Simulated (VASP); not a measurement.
# InSb4: relaxation of cell and atoms with PBE

InSb4:

```
CELL_PARAMETERS angstrom
-3.44889 3.44889 3.44889
3.44889 -3.44889 3.44889
3.44889 3.44889 -3.44889
ATOMIC_POSITIONS crystal
In 0.00000 0.00000 0.00000
Sb 0.50000 0.50000 0.50000
Sb 0.00000 0.00000 0.50000
Sb 0.00000 0.50000 0.00000
Sb 0.50000 0.00000 0.00000
```

* Program: VASP 6.6.1
* Task: relaxation of cell and atoms
* Functional: PBE
* Potentials or basis: VASP PAW PBE potentials, release 64 (In_d, Sb)
* Cutoff: 600 eV
* k mesh: 8 × 8 × 8
* Occupations: gaussian, width 0.1 eV
* Spin: no spin polarisation
* Dipole correction: no
* Further INCAR settings: ALGO = Normal; EDIFF = 1e-06; IBRION = 2; EDIFFG = -0.01; NSW = 100; ISIF = 3

The pressure after relaxing is 0.0 GPa.

Final structure:
```
In Sb
1.0
    -3.44889    3.44889    3.44889
     3.44889   -3.44889    3.44889
     3.44889    3.44889   -3.44889
In Sb
1 4
Direct
  0.00000 0.00000 0.00000
  0.50000 0.50000 0.50000
  0.00000 0.00000 0.50000
  0.00000 0.50000 0.00000
  0.50000 0.00000 0.00000
```

Levels at points of the mesh, in eV from the Fermi level:
```
           k point  band 13  band 14  band 15  band 16  band 17  band 18  band 19  band 20
(0.00, 0.00, 0.00)    -3.23    -2.75    -2.75    -2.75     1.52     1.52     1.52     2.55
(0.50, 0.00, 0.00)    -1.93    -1.19    -1.18    -1.13    -0.29     0.08     0.38     1.93
(0.50, 0.50, 0.50)    -1.69    -1.69    -1.69     2.16     2.16     2.16     2.83     2.83
```

Run time: 3.9 min on 1 thread of AMD EPYC 7R13 Processor (Zen 3) (shared host), peak memory 0.35 GiB.

Caveat: the relaxation stopped at its first step, so nothing moved; the bands computed are all filled at some k points, so no gap is given; spin-orbit coupling is left out, which moves the levels of the heavy elements.
